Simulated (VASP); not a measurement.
# GaSb (F-43m) in VASP: settings compared

Aim: see how the results for GaSb move with the level of theory and the settings. Levels: PBE, r2SCAN. Tasks: single point.

Program: VASP 6.6.1. These are calculated values, not measurements. Logs are shortened: lines on timing, memory, paths and dates and some standing lists are left out, and cuts for length are marked.

## (1) The cell of the first run

Symmetry: F-43m, No. 216, cubic system. Conventional cell: a = 6.132 Å, b = 6.132 Å, c = 6.132 Å, α = 90.00°, β = 90.00°, γ = 90.00°. Ga (site symmetry -43m) has 4 Sb at 2.66 Å within 3.5 Å. Within 3.5 Å of Sb (site symmetry -43m) lie 4 Ga at 2.66 Å.

## (2) Single point, PBE

Contents of INCAR:

```
SYSTEM = GaSb
PREC = Accurate ; ENCUT = 520
EDIFF = 1E-6 ; ISMEAR = -1
SIGMA = 0.02 ; LREAL = .False.
LASPH = .True. ; NELM = 80
ALGO = Normal ; ISIF = 2
LWAVE = .False. ; LCHARG = .False.
GGA = PE ; NBANDS = 16
```

Contents of KPOINTS:

```
Automatic mesh
0
Gamma
  8 8 8
  0 0 0
```

Contents of POSCAR:

```
GaSb
1.0
    0.0000000000      3.0658788000      3.0658788000
    3.0658788000      0.0000000000      3.0658788000
    3.0658788000      3.0658788000      0.0000000000
Ga Sb
1 1
Direct
    0.0000000000      0.0000000000      0.0000000000
    0.2500000000      0.2500000000      0.2500000000
```

Potentials or basis: VASP PAW PBE potentials, release 64 (Ga_d, Sb).

The run is started by

```bash
> cat potpaw_PBE.64/Ga_d/POTCAR potpaw_PBE.64/Sb/POTCAR > POTCAR
> mpirun -np 1 vasp_std > vasp.out
```

OUTCAR:

```text
SYSTEM = GaSb
   PREC = Accurate
   ENCUT = 520
   EDIFF = 1E-6
   ISMEAR = -1
   LREAL = .False.
   LASPH = .True.
   NELM = 80
   ISIF = 2
   GGA = PE

 ion  position               nearest neighbor table
   1  0.000  0.000  0.000-   2 2.66   2 2.66   2 2.66   2 2.66
   2  0.250  0.250  0.250-   1 2.66   1 2.66   1 2.66   1 2.66

  LATTYP: Found a face centered cubic cell.
 ALAT       =     6.1317576000

  Lattice vectors:

 A1 = (   0.0000000000,   3.0658788000,   3.0658788000)
 A2 = (   3.0658788000,   0.0000000000,   3.0658788000)
 A3 = (   3.0658788000,   3.0658788000,   0.0000000000)

Analysis of symmetry for initial positions (statically):
=====================================================================
 Subroutine PRICEL returns:
 Original cell was already a primitive cell.

 Routine SETGRP: Setting up the symmetry group for a
 face centered cubic supercell.

 Subroutine GETGRP returns: Found 24 space group operations
 (whereof 24 operations were pure point group operations)
 out of a pool of 48 trial point group operations.

The static configuration has the point symmetry T_d .

Analysis of symmetry for dynamics (positions and initial velocities):
=====================================================================
 Subroutine PRICEL returns:
 Original cell was already a primitive cell.

 Routine SETGRP: Setting up the symmetry group for a
 face centered cubic supercell.

 Subroutine GETGRP returns: Found 24 space group operations
 (whereof 24 operations were pure point group operations)
 out of a pool of 48 trial point group operations.

The dynamic configuration has the point symmetry T_d .

 Subroutine INISYM returns: Found 24 space group operations
 (whereof 24 operations are pure point group operations),
 and found     1 'primitive' translations

----------------------------------------------------------------------------------------

                                     Primitive cell

  volume of cell :      57.6361

  direct lattice vectors                    reciprocal lattice vectors
     0.000000000  3.065878800  3.065878800    -0.163085377  0.163085377  0.163085377
     3.065878800  0.000000000  3.065878800     0.163085377 -0.163085377  0.163085377
     3.065878800  3.065878800  0.000000000     0.163085377  0.163085377 -0.163085377

  length of vectors
[... 79 lines left out ...]
   LASPH  =      T    aspherical Exc in radial PAW
   ENCUT  =  520.0 eV  38.22 Ry    6.18 a.u.   8.06  8.06  8.06*2*pi/ulx,y,z
   NELM   =     80;   NELMIN=  2; NELMDL= -5     # of ELM steps
   EDIFF  = 0.1E-05   stopping-criterion for ELM
   LREAL  =      F    real-space projection
   EDIFFG = 0.1E-04   stopping-criterion for IOM
   NSW    =      0    number of steps for IOM
   IBRION =     -1    ionic relax: 0-MD 1-quasi-New 2-CG
   NFREE  =      0    steps in history (QN), initial steepest desc. (CG)
   ISIF   =      2    stress and relaxation
   ISYM   =      2    0-nonsym 1-usesym 2-fastsym
   POTIM  = 0.5000    time-step for ionic-motion
   TEBEG  =    0.0;   TEEND  =   0.0 temperature during run
   PSTRESS=    0.0 pullay stress
   NELECT =      18.0000    total number of electrons
   NUPDOWN=      -1.0000    fix difference up-down
   EMIN   =  10.00;   EMAX   =-10.00  energy-range for DOS
   EFERMI =   0.00;   METHOD = LEGACY
   ISMEAR =    -1;   SIGMA  =   0.02  broadening in eV -4-tet -1-fermi 0-gaus
   EFERMI_NEDOS =   21; number of points for ismear=-14 and -15
   IALGO  =     38    algorithm
   IMIX   =      4    mixing-type and parameters
     AMIX     =   0.40;   BMIX     =  1.00
     AMIX_MAG =   1.60;   BMIX_MAG =  1.00
  volume/ion in A,a.u.               =      28.82       194.47
  Fermi-wavevector in a.u.,A,eV,Ry     =   1.110710  2.098938 16.785191  1.233677
  Thomas-Fermi vector in A             =   2.247265
   LORBIT       =      0    0 simple, 1 ext, 2 COOP (PROOUT), +10 PAW based schemes
   GGA     = PE    functional components
   LHFCALC =     F    Hartree Fock is set to
   AEXX    =    0.0000 exact exchange contribution
   IVDW    =     0    specifies the selected vdW correction
   LEPSILON=     F    determine dielectric tensor
   LRPA    =     F    only Hartree local field effects (RPA)
 non-spin polarized calculation
  energy-cutoff  :      520.00
  volume of cell :       57.64
 maximum number of plane-waves:      1572
   NGX = 17   NGY = 17   NGZ = 17

 number of electron      17.9999989 magnetization

 Free energy of the ion-electron system (eV)
  ---------------------------------------------------
  ext. energy  EPLUGINS =         0.00000000
  ---------------------------------------------------
  free energy    TOTEN  =        -7.35129941 eV

  energy without entropy =       -7.35112530  energy(sigma->0) =       -7.35121235

 E-fermi :   4.8219     XC(G=0):  -9.0589

 val. band max:        4.8025266311   @ k =   0.0000   0.0000   0.0000
 cond. band min:       5.1918047911   @ k =   0.5000   0.0000   0.0000
 fundamental gap:      0.3892781600
 Fermi energy:         4.8219204528

 k-point     1 :       0.0000    0.0000    0.0000
  band No.  band energies     occupation
      1     -10.2189      2.00000
      2     -10.2189      2.00000
      3     -10.2189      2.00000
      4     -10.1703      2.00000
      5     -10.1703      2.00000
      6      -6.6271      2.00000
[... 433 lines left out ...]
      3     -10.2026      2.00000
      4     -10.1732      2.00000
      5     -10.1701      2.00000
      6      -4.6697      2.00000
[... 8 lines left out ...]
     15      14.4482      0.00000
     16      14.9443      0.00000

 [... further k-points ...]

------------------------ aborting loop because EDIFF is reached ----------------------------------------

  FORCE on cell =-STRESS in cart. coord.  units (eV):
  Direction    XX          YY          ZZ          XY          YZ          ZX
  --------------------------------------------------------------------------------------
  -------------------------------------------------------------------------------------
  Total        0.7367550      0.7367550      0.7367550      0.0000000      0.0000000      0.0000000
  in kB       20.4804137     20.4804137     20.4804137      0.0000000      0.0000000      0.0000000
  external PRESSURE =      20.4804137 kB  Pullay stress =       0.0000000 kB

 VOLUME and BASIS-vectors are now :
 -----------------------------------------------------------------------------
  energy-cutoff  :      520.00
  volume of cell :       57.64
      direct lattice vectors                 reciprocal lattice vectors
     0.000000000  3.065878800  3.065878800    -0.163085377  0.163085377  0.163085377
     3.065878800  0.000000000  3.065878800     0.163085377 -0.163085377  0.163085377
     3.065878800  3.065878800  0.000000000     0.163085377  0.163085377 -0.163085377

 POSITION                                       TOTAL-FORCE (eV/Angst)
 -----------------------------------------------------------------------------------
      0.00000      0.00000      0.00000         0.000000      0.000000      0.000000
      1.53294      1.53294      1.53294        -0.000000     -0.000000     -0.000000
 -----------------------------------------------------------------------------------
    total drift:                                0.000002      0.000002      0.000002

  FREE ENERGIE OF THE ION-ELECTRON SYSTEM (eV)
  ---------------------------------------------------
  free  energy   TOTEN  =        -7.3512994096 eV

  energy  without entropy=       -7.3511252959  energy(sigma->0) =       -7.35121235
```

Wall time 12 s (1 thread of AMD EPYC 9R45 (Zen 5), shared host); peak memory 0.16 GiB.

What came out:

| Quantity | Value |
| --- | --- |
| Free energy | -7.3513 eV |
| Pressure | 2.0 GPa |
| Band gap on the k mesh | zero (filled and empty bands touch) |

Levels at points of the mesh, in eV from the Fermi level:
| k point | band 7 | band 8 | band 9 | band 10 | band 11 | band 12 |
| --- | --- | --- | --- | --- | --- | --- |
| (0.00, 0.00, 0.00) | -0.03 | -0.02 | -0.02 | -0.02 | 2.76 | 2.76 |
| (0.50, 0.00, 0.00) | -6.35 | -1.16 | -1.16 | 0.37 | 3.73 | 3.73 |
| (0.50, 0.50, 0.00) | -6.80 | -2.57 | -2.57 | 0.89 | 1.25 | 8.62 |

Caveat: spin-orbit coupling is left out, which moves the levels of the heavy elements.

## (3) Single point, r2SCAN

POSCAR is that of step 2.

Contents of INCAR.step1:

```
SYSTEM = GaSb
PREC = Accurate
ENCUT = 520
ISMEAR = -1
SIGMA = 0.02
LREAL = .False.
LASPH = .True.
NELM = 60
NBANDS = 16
GGA = PE
ALGO = Normal
EDIFF = 1E-4
LWAVE = .True.
LCHARG = .False.
```

Contents of INCAR.step2:

```
SYSTEM = GaSb
PREC = Accurate
ENCUT = 520
EDIFF = 1E-7
ISMEAR = -1
SIGMA = 0.02
LREAL = .False.
LASPH = .True.
NELM = 60
ALGO = Normal
ISIF = 2
LWAVE = .False.
LCHARG = .False.
METAGGA = R2SCAN
LMIXTAU = .True.
NBANDS = 16
ISTART = 1
```

Contents of KPOINTS:

```
regular mesh
0
Gamma
  8 8 8
  0 0 0
```

Potentials or basis: VASP PAW PBE potentials, release 64 (Ga_d, Sb).

The run is started by

```bash
> cat potpaw_PBE.64/Ga_d/POTCAR potpaw_PBE.64/Sb/POTCAR > POTCAR
> cp INCAR.step1 INCAR
> mpirun -np 1 vasp_std > vasp.out
> cp INCAR.step2 INCAR
> mpirun -np 1 vasp_std > vasp.out
```

OUTCAR:

```text
SYSTEM = GaSb
   PREC = Accurate
   ENCUT = 520
   EDIFF = 1E-7
   ISMEAR = -1
   LREAL = .False.
   LASPH = .True.
   NELM = 60
   ISIF = 2
   METAGGA = R2SCAN
   ISTART = 1

 ion  position               nearest neighbor table
   1  0.000  0.000  0.000-   2 2.66   2 2.66   2 2.66   2 2.66
   2  0.250  0.250  0.250-   1 2.66   1 2.66   1 2.66   1 2.66

  LATTYP: Found a face centered cubic cell.
 ALAT       =     6.1317576000

  Lattice vectors:

[... 641 lines left out ...]

------------------------ aborting loop because EDIFF is reached ----------------------------------------

  FORCE on cell =-STRESS in cart. coord.  units (eV):
  Direction    XX          YY          ZZ          XY          YZ          ZX
  --------------------------------------------------------------------------------------
  -------------------------------------------------------------------------------------
  Total        0.0359791      0.0359791      0.0359791      0.0000000      0.0000000     -0.0000000
  in kB        1.0001511      1.0001511      1.0001511      0.0000000      0.0000000     -0.0000000
  external PRESSURE =       1.0001511 kB  Pullay stress =       0.0000000 kB

 VOLUME and BASIS-vectors are now :
 -----------------------------------------------------------------------------
  energy-cutoff  :      520.00
  volume of cell :       57.64
      direct lattice vectors                 reciprocal lattice vectors
     0.000000000  3.065878800  3.065878800    -0.163085377  0.163085377  0.163085377
     3.065878800  0.000000000  3.065878800     0.163085377 -0.163085377  0.163085377
     3.065878800  3.065878800  0.000000000     0.163085377  0.163085377 -0.163085377

 POSITION                                       TOTAL-FORCE (eV/Angst)
 -----------------------------------------------------------------------------------
      0.00000      0.00000      0.00000        -0.000000      0.000000     -0.000000
      1.53294      1.53294      1.53294         0.000000     -0.000000      0.000000
 -----------------------------------------------------------------------------------
    total drift:                               -0.000002     -0.000002     -0.000002

  FREE ENERGIE OF THE ION-ELECTRON SYSTEM (eV)
  ---------------------------------------------------
  free  energy   TOTEN  =       -37.6005988470 eV

  energy  without entropy=      -37.6005987064  energy(sigma->0) =      -37.60059878
```

Run time: 61 s. Hardware: 1 thread of AMD EPYC 9R45 (Zen 5), shared host; peak memory 0.17 GiB.

What came out:

```
Free energy            : -37.6006 eV
Pressure               : 0.1 GPa
Band gap on the k mesh : 0.40 eV, direct
```

Levels at points of the mesh, in eV from the valence-band top:
```
           k point  band 7  band 8  band 9  band 10  band 11  band 12
(0.00, 0.00, 0.00)    0.00    0.00    0.00     0.40     2.98     2.98
(0.50, 0.00, 0.00)   -6.55   -1.20   -1.20     0.67     4.01     4.01
(0.50, 0.50, 0.00)   -7.02   -2.67   -2.67     1.13     1.49     9.22
```

Caveat: the PAW data sets were made with another functional, which shifts forces and pressure a little; spin-orbit coupling is left out, which moves the levels of the heavy elements.

[end of part 1 of 2]
